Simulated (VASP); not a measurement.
TaN: single point with r2SCAN

Crystal: TaN.

```
Ta N
1.0
     2.97629   -0.01292    0.07416
    -1.49933    2.48836   -0.18437
     0.07286   -0.16709    2.72432
Ta N
1 1
Direct
  0.34027 0.67340 0.50166
  0.99306 0.99326 0.99834
```

| Quantity | Value |
| --- | --- |
| Program | VASP 6.6.1 |
| Task | single point |
| Functional | r2SCAN |
| Potentials or basis | VASP PAW PBE potentials, release 64 (Ta_pv, N) |
| Cutoff | 520 eV |
| k mesh | 12 × 12 × 12 |
| Occupations | gaussian, width 0.15 eV |
| Spin | no spin polarisation |

```json
{
  "Pressure": "40.9 GPa",
  "Largest force": "0.017 eV/Å",
  "Band gap on the k mesh": "zero (bands 8 and 9 overlap by 0.56 eV)"
}
```

Forces on the atoms (eV/Å):
```
Ta   0.006  0.015  0.005
N   -0.006 -0.015 -0.005
```

Stress tensor (GPa, compression positive):
```
 17.01   0.52 -14.49
  0.52  36.41  37.12
-14.49  37.12  69.41
```

Levels at points of the mesh, in eV from the Fermi level:
```
           k point  band 5  band 6  band 7  band 8  band 9  band 10  band 11  band 12
(0.00, 0.00, 0.00)   -6.08   -5.65   -4.67   -3.06    1.62     3.26     4.14     5.51
(0.50, 0.00, 0.00)   -9.38   -5.66   -4.03   -3.77    2.08     4.61     5.50     6.72
(0.00, 0.50, 0.00)   -9.03   -5.76   -4.21   -3.52    2.96     4.35     5.40     5.83
(0.50, 0.50, 0.00)   -9.24   -5.77   -4.08   -3.54    2.87     4.36     5.59     6.11
(0.00, 0.00, 0.50)  -10.31   -5.15   -4.61   -0.61    0.11     2.20     3.59     4.36
(0.50, 0.00, 0.50)   -8.26   -6.65   -6.59   -0.38    4.70     5.33     6.79     7.53
(0.00, 0.50, 0.50)   -8.43   -7.33   -7.04    0.27    4.85     5.42     6.88     8.41
(0.50, 0.50, 0.50)   -8.30   -6.84   -6.71   -0.31    4.76     5.26     6.70     7.93
```

It took 4.3 min on 1 thread of Intel(R) Xeon(R) 6975P-C (Granite Rapids), on a shared host, peak memory 0.36 GiB.

Caveat: the cell stands under pressure; the PAW data sets were made with another functional, which shifts forces and pressure a little; spin-orbit coupling is left out, which moves the levels of the heavy elements.
